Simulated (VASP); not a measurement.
# Ge (P6_3/mmc) in VASP: further runs, part 2 of 2

VASP 6.6.1. Earlier steps stand in the parts before.

## (5) Single point, r2SCAN

This run uses another cell than the first one, of 23.20 Å³/atom.

File POSCAR:

```
Ge
1.0
    4.0346525823      0.0000000000      0.0000000000
   -2.0173262911      3.4941116317      0.0000000000
    0.0000000000      0.0000000000      6.5824805401
Ge
4
Direct
    0.3333333333      0.6666666667     -0.0007944314
    0.6666666667      0.3333333333      0.4992055686
    0.3333333333      0.6666666667      0.3747944314
    0.6666666667      0.3333333333      0.8747944314
```

File INCAR.step1:

```
ALGO = Normal
EDIFF = 1E-5
ENCUT = 550
GGA = PE
GGA_COMPAT = False
ISMEAR = 0
LASPH = True
LCHARG = False
LREAL = False
LWAVE = True
NBANDS = 36
NELM = 120
PREC = Accurate
SIGMA = 0.01
```

File INCAR.step2:

```
ALGO = Normal
EDIFF = 1E-6
ENCUT = 550
GGA_COMPAT = False
ISIF = 2
ISMEAR = 0
ISTART = 1
LASPH = True
LCHARG = False
LMIXTAU = True
LREAL = False
LWAVE = False
METAGGA = R2SCAN
NBANDS = 36
NELM = 120
PREC = Accurate
SIGMA = 0.01
```

File KPOINTS:

```
k-points
0
Gamma
  9 9 6
```

Potentials or basis: VASP PAW PBE potentials, release 64 (Ge_d).

On the command line:

```bash
cat potpaw_PBE.64/Ge_d/POTCAR > POTCAR
cp INCAR.step1 INCAR
mpirun -np 1 vasp_std > vasp.out
cp INCAR.step2 INCAR
mpirun -np 1 vasp_std > vasp.out
```

OUTCAR:

```text
EDIFF = 1E-6
   ENCUT = 550
   ISIF = 2
   ISMEAR = 0
   ISTART = 1
   LASPH = True
   LREAL = False
   METAGGA = R2SCAN
   NELM = 120
   PREC = Accurate

 ion  position               nearest neighbor table
   1  0.333  0.667  0.999-   4 2.47   4 2.47   4 2.47   3 2.47
   2  0.667  0.333  0.499-   3 2.47   3 2.47   3 2.47   4 2.47
   3  0.333  0.667  0.375-   2 2.47   2 2.47   2 2.47   1 2.47
   4  0.667  0.333  0.875-   1 2.47   1 2.47   1 2.47   2 2.47

  LATTYP: Found a hexagonal cell.
 ALAT       =     4.0346525823
 C/A-ratio  =     1.6314863314

  Lattice vectors:

 A1 = (   4.0346525823,   0.0000000000,   0.0000000000)
 A2 = (  -2.0173262911,   3.4941116317,   0.0000000000)
 A3 = (   0.0000000000,   0.0000000000,   6.5824805401)

Analysis of symmetry for initial positions (statically):
=====================================================================
 Subroutine PRICEL returns:
 Original cell was already a primitive cell.

 Routine SETGRP: Setting up the symmetry group for a
 hexagonal supercell.

 Subroutine GETGRP returns: Found 24 space group operations
 (whereof  6 operations were pure point group operations)
 out of a pool of 24 trial point group operations.

The static configuration has the point symmetry C_3v.
 The point group associated with its full space group is D_6h.

Analysis of symmetry for dynamics (positions and initial velocities):
=====================================================================
 Subroutine PRICEL returns:
 Original cell was already a primitive cell.

 Routine SETGRP: Setting up the symmetry group for a
 hexagonal supercell.

 Subroutine GETGRP returns: Found 24 space group operations
 (whereof  6 operations were pure point group operations)
 out of a pool of 24 trial point group operations.

The dynamic configuration has the point symmetry C_3v.
[... 121 lines left out ...]
   IALGO  =     38    algorithm
   IMIX   =      4    mixing-type and parameters
     AMIX     =   0.40;   BMIX     =  1.00
     AMIX_MAG =   1.60;   BMIX_MAG =  1.00
  volume/ion in A,a.u.               =      23.20       156.56
  Fermi-wavevector in a.u.,A,eV,Ry     =   1.383439  2.614321 26.040236  1.913903
  Thomas-Fermi vector in A             =   2.508037
   LORBIT       =      0    0 simple, 1 ext, 2 COOP (PROOUT), +10 PAW based schemes
   METAGGA = R2SCAN    functional components
   LHFCALC =     F    Hartree Fock is set to
   AEXX    =    0.0000 exact exchange contribution
   IVDW    =     0    specifies the selected vdW correction
   LEPSILON=     F    determine dielectric tensor
   LRPA    =     F    only Hartree local field effects (RPA)
 non-spin polarized calculation
 Gauss-broadening in eV      SIGMA  =   0.01
  energy-cutoff  :      550.00
  volume of cell :       92.80
 maximum number of plane-waves:      2760
 NGX is ok and might be reduce to    32
   NGX = 15   NGY = 15   NGZ = 25

 number of electron      55.9999984 magnetization

 Free energy of the ion-electron system (eV)
  ---------------------------------------------------
  ext. energy  EPLUGINS =         0.00000000
  ---------------------------------------------------
  free energy    TOTEN  =       -55.40740084 eV

  energy without entropy =      -55.40736445  energy(sigma->0) =      -55.40738264

 E-fermi :   4.7081     XC(G=0): -10.6862

 val. band max:        4.6180235849   @ k =   0.0000   0.0000   0.0000
 cond. band min:       4.7116938127   @ k =   0.0000   0.0000   0.1667
 fundamental gap:      0.0936702279
 Fermi energy:         4.7081249764

 k-point     1 :       0.0000    0.0000    0.0000
  band No.  band energies     occupation
      1     -20.9288      2.00000
      2     -20.9288      2.00000
      3     -20.8999      2.00000
      4     -20.8897      2.00000
      5     -20.8897      2.00000
      6     -20.8814      2.00000
[... 925 lines left out ...]
     35      11.9945      0.00000
     36      11.9945      0.00000

 [... further k-points ...]

------------------------ aborting loop because EDIFF is reached ----------------------------------------

  FORCE on cell =-STRESS in cart. coord.  units (eV):
  Direction    XX          YY          ZZ          XY          YZ          ZX
  --------------------------------------------------------------------------------------
  -------------------------------------------------------------------------------------
  Total       -0.9232204     -0.9232204      0.0605300     -0.0000000     -0.0000000     -0.0000000
  in kB      -15.9398227    -15.9398227      1.0450775     -0.0000000     -0.0000000     -0.0000000
  external PRESSURE =     -10.2781893 kB  Pullay stress =       0.0000000 kB

 VOLUME and BASIS-vectors are now :
 -----------------------------------------------------------------------------
  energy-cutoff  :      550.00
  volume of cell :       92.80
      direct lattice vectors                 reciprocal lattice vectors
     4.034652582  0.000000000  0.000000000     0.247852815  0.143097889  0.000000000
    -2.017326291  3.494111632  0.000000000     0.000000000  0.286195779  0.000000000
     0.000000000  0.000000000  6.582480540     0.000000000  0.000000000  0.151918413

 POSITION                                       TOTAL-FORCE (eV/Angst)
 -----------------------------------------------------------------------------------
     -0.00000      2.32941      6.57725         0.000000     -0.000000     -0.001010
      2.01733      1.16470      3.28601        -0.000000     -0.000000     -0.001010
     -0.00000      2.32941      2.46708         0.000000      0.000000      0.001010
      2.01733      1.16470      5.75832        -0.000000      0.000000      0.001010
 -----------------------------------------------------------------------------------
    total drift:                               -0.000000      0.000000      0.000720

  FREE ENERGIE OF THE ION-ELECTRON SYSTEM (eV)
  ---------------------------------------------------
  free  energy   TOTEN  =       -55.4074008382 eV

  energy  without entropy=      -55.4073644458  energy(sigma->0) =      -55.40738264
```

OUTCAR.step1:

```text
EDIFF = 1E-5
   ENCUT = 550
   GGA = PE
   ISMEAR = 0
[... 1168 lines left out ...]
     -0.00000      2.32941      6.57725        -0.000000      0.000000     -0.007373
      2.01733      1.16470      3.28601         0.000000     -0.000000     -0.007373
     -0.00000      2.32941      2.46708        -0.000000      0.000000      0.007373
      2.01733      1.16470      5.75832         0.000000     -0.000000      0.007373
 -----------------------------------------------------------------------------------
    total drift:                               -0.000000      0.000000     -0.000022

  FREE ENERGIE OF THE ION-ELECTRON SYSTEM (eV)
  ---------------------------------------------------
  free  energy   TOTEN  =       -17.9815431585 eV

  energy  without entropy=      -17.9814958546  energy(sigma->0) =      -17.98151951
```

OSZICAR.step1:

```text
N       E                     dE             d eps       ncg     rms          rms(c)
DAV:   1     0.506257333786E+03    0.50626E+03   -0.29107E+04  4044   0.442E+03
DAV:   2     0.702714752789E+02   -0.43599E+03   -0.42441E+03  3456   0.835E+02
DAV:   3    -0.133417170737E+02   -0.83613E+02   -0.82461E+02  3760   0.211E+02
DAV:   4    -0.180484497613E+02   -0.47067E+01   -0.46884E+01  4068   0.580E+01
DAV:   5    -0.181447432560E+02   -0.96293E-01   -0.96259E-01  3884   0.933E+00    0.440E+00
DAV:   6    -0.180365524587E+02    0.10819E+00   -0.64694E-02  3820   0.202E+00    0.260E+00
DAV:   7    -0.179771676740E+02    0.59385E-01   -0.97096E-02  3760   0.220E+00    0.190E-01
DAV:   8    -0.179806292731E+02   -0.34616E-02   -0.12117E-02  3824   0.101E+00    0.863E-02
DAV:   9    -0.179814914535E+02   -0.86218E-03   -0.90430E-04  3804   0.127E-01    0.194E-02
DAV:  10    -0.179815333662E+02   -0.41913E-04   -0.70807E-05  3540   0.832E-02    0.753E-03
DAV:  11    -0.179815431585E+02   -0.97923E-05   -0.22041E-05  2804   0.257E-02
   1 F= -.17981543E+02 E0= -.17981520E+02  d E =-.473039E-04
```

Wall time 12 min (1 thread of Oxide Virtual Turin-like, shared host); peak memory 0.26 GiB.

Results:

```yaml
Free_energy: -55.4074 eV
Pressure: -1.0 GPa
Band_gap_on_the_k_mesh: zero (filled and empty bands overlap)
```

Caveat: semilocal functionals underestimate gaps, and a narrow one can read as zero; the PAW data sets were made with another functional, which shifts forces and pressure a little.

## (6) Summary

```tsv
cell	gap on the mesh (eV)	pressure (GPa)
a = 4.035, b = 4.035, c = 6.559 Å, angles 90.0, 90.0, 120.0°, 4 atoms, atomic positions A	none	-0.8
a = 4.035, b = 4.035, c = 6.584 Å, angles 90.0, 90.0, 120.0°, 4 atoms, atomic positions B	none	-1.0
a = 4.035, b = 4.035, c = 6.582 Å, angles 90.0, 90.0, 120.0°, 4 atoms, atomic positions B	none	-1.0
```

Alike in all rows: task single point; level r2SCAN; potentials or basis VASP PAW PBE potentials, release 64 (Ge_d); no spin polarisation; k mesh 9 × 9 × 6; cutoff (eV) 550; smearing gaussian 0.01 eV.

Caveats: semilocal functionals underestimate gaps, and a narrow one can read as zero; the PAW data sets were made with another functional, which shifts forces and pressure a little.

Absolute energies hang on the potentials; compare differences alone.

The gap in the log of VASP goes by the Fermi energy; the results here count the filled bands.